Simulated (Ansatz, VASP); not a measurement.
## Two plane-wave programs on Ta

File INCAR:

```
ALGO     = Normal         # electronic algorithm
EDIFF    = 1E-6           # SCF threshold, eV
ENCUT    = 500            # plane-wave cutoff, eV
GGA      = CA             # functional
GGA_COMPAT= F            
ISIF     = 2              # what is computed and relaxed
ISMEAR   = 0              # smearing method
LASPH    = T              # aspherical terms in the spheres
LCHARG   = F              # write CHGCAR
LREAL    = F              # projectors in reciprocal space
LWAVE    = F              # write WAVECAR
NBANDS   = 12             # bands
NELM     = 120            # most SCF steps
PREC     = Accurate       # precision mode
SIGMA    = 0.1            # smearing width, eV
```

Contents of KPOINTS:

```
k-points
0
Gamma
  8 8 8
```

Contents of POSCAR:

```
Ta
1.0
   -1.6512800000      1.6512800000      1.6512800000
    1.6512800000     -1.6512800000      1.6512800000
    1.6512800000      1.6512800000     -1.6512800000
Ta
1
Direct
    0.0000000000      0.0000000000      0.0000000000
```

Input for Ansatz:

```yaml
crystal:
  lattice:
    - [-1.65128, 1.65128, 1.65128]
    - [1.65128, -1.65128, 1.65128]
    - [1.65128, 1.65128, -1.65128]
  atoms:
    - { symbol: Ta, position: [0.0, 0.0, 0.0] }
basis:
  ecutwfc: 420
kpoints:
  mp_grid: { grid: [8, 8, 8] }
hamiltonian:
  xc: lda
  pseudopotentials: { kind: paw, azcp: { folder: soft_1 } }
scf:
  occupations: { method: gaussian, width: 0.1 }
output:
  forces: true
  stress: true
  eigenvalues: true
```

Alike in both runs: task single point; functional LDA; k mesh 8 × 8 × 8; occupations gaussian, width 0.1 eV; no spin polarisation.

```csv
,VASP,Ansatz
version,VASP 6.6.1,Ansatz 0.2.0
potentials or method,"VASP PAW LDA potentials, release 64 (Ta_pv), cutoff 500 eV","scalar-relativistic, plane waves, PAW"
valence electrons in the cell,11,13
```

```csv
,VASP,Ansatz,Ansatz less VASP
gap on the k mesh at the Fermi level (eV),none,none,-
pressure (GPa),-9.9,-10.7,-0.81
```

Ansatz warns that its potentials were made for another functional, while VASP's fit it. LDA's correlation is that of Perdew and Zunger in VASP and of Perdew and Wang (1992) in Ansatz. A gap of «none» marks a metal or a gap that the smearing closes. VASP's potentials hold 11 valence electrons a cell and Ansatz's 13, so a difference there can come from the potentials and not from the codes.

Neither program's run includes spin-orbit coupling.
